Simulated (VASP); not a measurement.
LiH:

```
CELL_PARAMETERS angstrom
0.00000 2.03675 2.03675
2.03675 0.00000 2.03675
2.03675 2.03675 0.00000
ATOMIC_POSITIONS crystal
Li 0.00000 0.00000 0.00000
H 0.50000 0.50000 0.50000
```

- Program: VASP 6.6.1
- Task: relaxation of cell and atoms
- Functional: PBE
- Potentials or basis: VASP PAW PBE potentials, release 64 (Li_sv, H)
- Cutoff: 600 eV
- k mesh: 10 × 10 × 10
- Occupations: gaussian, width 0.02 eV
- Spin: no spin polarisation

At the start: pressure -1.9 GPa; volume 8.45 Å³/atom.

Problem. Where does the relaxation end?

Solution. Over 3 steps the energy falls by 2.8 meV/atom and the volume is 7.98 Å³/atom (-5.6 %); space group Fm-3m (No. 225, to 0.05 Å).

Step by step:
```
step  energy change (eV)  largest force (eV/Å)  pressure (GPa)  volume (Å³)
   1              0.0000                0.0000           -1.85        16.90
   2             -0.0024                0.0000           -1.42        16.66
   3             -0.0056                0.0000            0.03        15.96
```

Final structure:
```
Li H
1.0
     0.00000    1.99833    1.99833
     1.99833    0.00000    1.99833
     1.99833    1.99833    0.00000
Li H
1 1
Direct
  0.00000 0.00000 0.00000
  0.50000 0.50000 0.50000
```

Caveat: the cutoff is under 1.25 times the usual one of these potentials, so pressure, stress and relaxed cells hold a basis-set (Pulay) error.
